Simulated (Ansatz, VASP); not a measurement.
**One calculation of BP, two programs**

INCAR

```
SYSTEM = BP
PREC = Accurate
ENCUT = 520
EDIFF = 1E-7
ISMEAR = 0
SIGMA = 0.05
LREAL = .False.
LASPH = .True.
NELM = 60
ALGO = Normal
ISIF = 2
LWAVE = .False.
LCHARG = .False.
GGA = PS
NBANDS = 11
```

Contents of KPOINTS:

```
regular mesh
0
Gamma
  10 10 10
  0 0 0
```

POSCAR

```
BP
1.0
    0.0000000000      2.2690000000      2.4505200000
    2.2690000000      0.0000000000      2.4505200000
    2.2690000000      2.2690000000      0.0000000000
B P
1 1
Direct
    0.0000000000      0.0000000000      0.0000000000
    0.7500000000      0.7500000000      0.7500000000
```

Input for Ansatz:

```yaml
crystal:
  lattice:
    - [0.0, 2.269, 2.45052]
    - [2.269, 0.0, 2.45052]
    - [2.269, 2.269, 0.0]
  atoms:
    - { symbol: B, position: [0.0, 0.0, 0.0] }
    - { symbol: P, position: [0.75, 0.75, 0.75] }
basis:
  ecutwfc: 420
kpoints:
  mp_grid: { grid: [10, 10, 10] }
hamiltonian:
  xc: pbesol
scf:
  occupations: { method: gaussian, width: 0.05 }
output:
  forces: true
  stress: true
  eigenvalues: true
  write_density: true
  write_potential: true
  elf: true
  volumetric_format: npy
```

Change from the starting cell: strain +0.000 along x and y, +0.080 along z, atoms carried along.

Alike in both runs: task single point; functional PBEsol; k mesh 10 × 10 × 10; occupations gaussian, width 0.05 eV; no spin polarisation.

|  | VASP | Ansatz |
| --- | --- | --- |
| version | VASP 6.6.1 | Ansatz 0.2.0 |
| potentials or method | VASP PAW PBE potentials, release 64 (B, P), cutoff 520 eV | scalar-relativistic, plane waves, PAW |
| valence electrons in the cell | 8 | 8 |

VASP gave:

- gap on the k mesh at the Fermi level (eV): 0.67
- least direct gap on the mesh (eV): 2.88
- pressure (GPa): -12.6
- traceless stress, the component that is largest in VASP (GPa): -13.84

Which values does Ansatz return?

gap on the k mesh at the Fermi level (eV): 0.67; least direct gap on the mesh (eV): 2.89; pressure (GPa): -12.7; traceless stress, the component that is largest in VASP (GPa): -13.84.

VASP's potentials were made for PBE, not for PBEsol.
